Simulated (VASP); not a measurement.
Set up this calculation in VASP 6.6.1, as the native input.

- Task: single point
- Functional: PBE
- Dispersion: D3(BJ)
- Potentials or basis: VASP PAW PBE potentials, release 64 (Pb_d, O)
- Cutoff: 520 eV
- k mesh: 6 × 6 × 6
- Occupations: fermi-dirac, width 0.02 eV
- Spin: no spin polarisation
- Dipole correction: no
- Further INCAR settings: ALGO = Normal; EDIFF = 1e-06; NBANDS = 28

The structure of PbO (Litharge) lies in POSCAR:

```
PbO
1.0
    4.0343675461      0.0000000000      0.0000000000
    0.0000000000      4.0343675461      0.0000000000
    0.0000000000      0.0000000000      4.9938698690
Pb O
2 2
Direct
    0.0000000000      0.5000000000      0.2377173507
    0.5000000000      0.0000000000      0.7622826493
    0.0000000000      0.0000000000      0.0000000000
    0.5000000000      0.5000000000      0.0000000000
```

The input as run:

INCAR

```
PREC = Accurate
ENCUT = 520
EDIFF = 1E-6
ISMEAR = -1
SIGMA = 0.02
LREAL = False
LASPH = True
NELM = 80
ALGO = Normal
ISIF = 2
LWAVE = False
LCHARG = True
GGA = PE
IVDW = 12
LELF = True
LVHAR = True
NBANDS = 28
```

KPOINTS

```
regular mesh
0
Gamma
  6 6 6
```

Potentials or basis: VASP PAW PBE potentials, release 64 (Pb_d, O).

The run is started by

```console
$ cat potpaw_PBE.64/Pb_d/POTCAR potpaw_PBE.64/O/POTCAR > POTCAR
$ mpirun -np 1 vasp_std > vasp.out
```

It gave:

```json
{
 "Pressure": "0.1 GPa",
 "Largest force": "0.039 eV/Å",
 "Band gap on the k mesh": "1.29 eV, indirect (least direct gap 2.19 eV)",
 "Dispersion energy per atom": "-0.233 eV"
}
```

Caveat: spin-orbit coupling is left out, which moves the levels of the heavy elements.

It took 34 s on 1 thread of Intel(R) Xeon(R) 6975P-C (Granite Rapids), with other jobs on the host, peak memory 0.23 GiB.
